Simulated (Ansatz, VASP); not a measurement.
**One calculation of Li, two programs**

Contents of INCAR:

```
PREC = Accurate
ENCUT = 520
EDIFF = 1E-6
ISMEAR = -1
SIGMA = 0.08
LREAL = F
LASPH = T
NELM = 80
ALGO = Normal
ISIF = 2
LWAVE = F
LCHARG = T
GGA = PS
LELF = T
LVHAR = T
NBANDS = 10
```

File KPOINTS:

```
regular mesh
0
Gamma
  15 15 8
```

POSCAR

```
Li
1.0
    3.1110021516     -0.0466650323     -0.0466650323
   -1.5959141792      2.7175394106     -0.0170805873
   -0.0763950000     -0.0763950000      5.0930000000
Li
2
Direct
    0.3333333333      0.6666666667      0.2500000000
    0.6666666667      0.3333333333      0.7500000000
```

Input for Ansatz:

```yaml
crystal:
  lattice:
    - [3.1110021516, -0.0466650323, -0.0466650323]
    - [-1.5959141792, 2.7175394106, -0.0170805873]
    - [-0.076395, -0.076395, 5.093]
  atoms:
    - { symbol: Li, position: [0.3333333333, 0.6666666667, 0.25] }
    - { symbol: Li, position: [0.6666666667, 0.3333333333, 0.75] }
kpoints:
  mp_grid: { grid: [15, 15, 8] }
  band_path:
    path:
      - [0.0, 0.0, 0.0]
      - [0.0, 0.0, 0.5]
      - [-0.5, 0.5, 0.0]
      - [0.0, 0.0, 0.0]
      - [0.0, -0.5, 0.0]
      - [-0.5, 0.0, 0.5]
      - [0.0, 0.0, 0.0]
      - [-0.5, 0.0, 0.0]
      - [0.0, -0.5, 0.5]
    npoints: 5
scf:
  occupations: { method: fermi_dirac, width: 0.08 }
hamiltonian:
  xc: pbesol
  pseudopotentials: { kind: all_electron, lapw: { basis_error: 0.0005 } }
output:
  forces: true
  stress: true
  eigenvalues: true
```

Change from the starting cell: equal xy, yz and zx shear strains of -3 %.

Alike in both runs: task single point; functional PBEsol; k mesh 15 × 15 × 8; occupations fermi-dirac, width 0.08 eV; no spin polarisation.

|  | VASP | Ansatz |
| --- | --- | --- |
| version | VASP 6.6.1 | Ansatz 0.2.0 |
| potentials or method | VASP PAW PBE potentials, release 64 (Li_sv), cutoff 520 eV | all-electron LAPW, scalar-relativistic |

```tsv
	VASP	Ansatz	Ansatz less VASP
rms of the force components (eV/Å)	0.008	0.008	0.0000
```

VASP's potentials were made for PBE, not for PBEsol. Atom by atom the forces differ by 0.000 eV/Å (rms over components). Ansatz ran all-electron here, and VASP with PAW potentials.

Noted on VASP's run: the cutoff is short for stress, so the pressure is rough.
